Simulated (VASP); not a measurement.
A run of VASP 6.6.1:

POSCAR

```
YbOs
1.0
    3.3277636606      0.0000000000      0.0000000000
    0.0000000000      3.3277636606      0.0000000000
    0.0000000000      0.0000000000      3.3277636606
Yb Os
1 1
Direct
    0.0000000000      0.0000000000      0.0000000000
    0.5000000000      0.5000000000      0.5000000000
```

The input INCAR.step1:

```
ALGO = Normal ; EDIFF = 1E-4
ENCUT = 520 ; GGA = PE
ISMEAR = 0 ; LASPH = True
LCHARG = False ; LREAL = False
LWAVE = True ; NBANDS = 23
NELM = 100 ; PREC = Accurate
SIGMA = 0.05
```

File INCAR.step2:

```
ALGO = Normal ; EDIFF = 1E-7
ENCUT = 520 ; ISIF = 2
ISMEAR = 0 ; ISTART = 1
LASPH = True ; LCHARG = True
LELF = True ; LMIXTAU = True
LREAL = False ; LVHAR = True
LWAVE = False ; METAGGA = R2SCAN
NBANDS = 23 ; NELM = 100
PREC = Accurate ; SIGMA = 0.05
```

Contents of KPOINTS:

```
k-points
0
Gamma
  10 10 10
```

Potentials or basis: VASP PAW PBE potentials, release 64 (Yb, Os).

The run is started by

```bash
$ cat potpaw_PBE.64/Yb/POTCAR potpaw_PBE.64/Os/POTCAR > POTCAR
$ cp INCAR.step1 INCAR
$ mpirun -np 1 vasp_std > vasp.out
$ cp INCAR.step2 INCAR
$ mpirun -np 1 vasp_std > vasp.out
```

Hardware: 1 thread of Intel(R) Xeon(R) Platinum 8488C (Sapphire Rapids), with other jobs on the host.

Estimate the wall time of this run.

Run time: 4 min on 1 thread of Intel(R) Xeon(R) Platinum 8488C (Sapphire Rapids), on a shared host, peak memory 0.22 GiB. Counts: k points 56.
